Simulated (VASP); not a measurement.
A run of VASP 6.6.1:

Contents of INCAR:

```
  ALGO = Normal
  DIPOL = 0.5 0.5 0.500
  EDIFF = 1E-7
  ENCUT = 520
  GGA = PE
  IDIPOL = 3
  ISIF = 2
  ISMEAR = -1
  LASPH = True
  LCHARG = False
  LDIPOL = True
  LREAL = False
  LWAVE = False
  NBANDS = 36
  NELM = 100
  PREC = Accurate
  SIGMA = 0.05
```

KPOINTS

```
k-points
0
Gamma
  12 12 1
```

The input POSCAR:

```
Au
1.0
    2.9400990585      0.0000000000      0.0000000000
    0.0000000000      2.9400990585      0.0000000000
    0.0000000000      0.0000000000     24.3159000000
Au
5
Direct
    0.0000000000      0.0000000000      0.3302774727
    0.5000000000      0.5000000000      0.4144711898
    0.0000000000      0.0000000000      0.5000000007
    0.5000000000      0.5000000000      0.5855288090
    0.0000000000      0.0000000000      0.6697225279
```

Potentials or basis: VASP PAW PBE potentials, release 64 (Au).

Run with:

```bash
$ cat potpaw_PBE.64/Au/POTCAR > POTCAR
$ mpirun -np 1 vasp_std > vasp.out
```

Hardware: 1 thread of Intel Xeon 8259CL, with other jobs on the host.

Problem. How long does it take, and how much memory?

Solution. Wall time 6.5 min on 1 thread of Intel Xeon 8259CL (shared host), peak memory 0.41 GiB. Counts: scf iterations 19, k points 28.
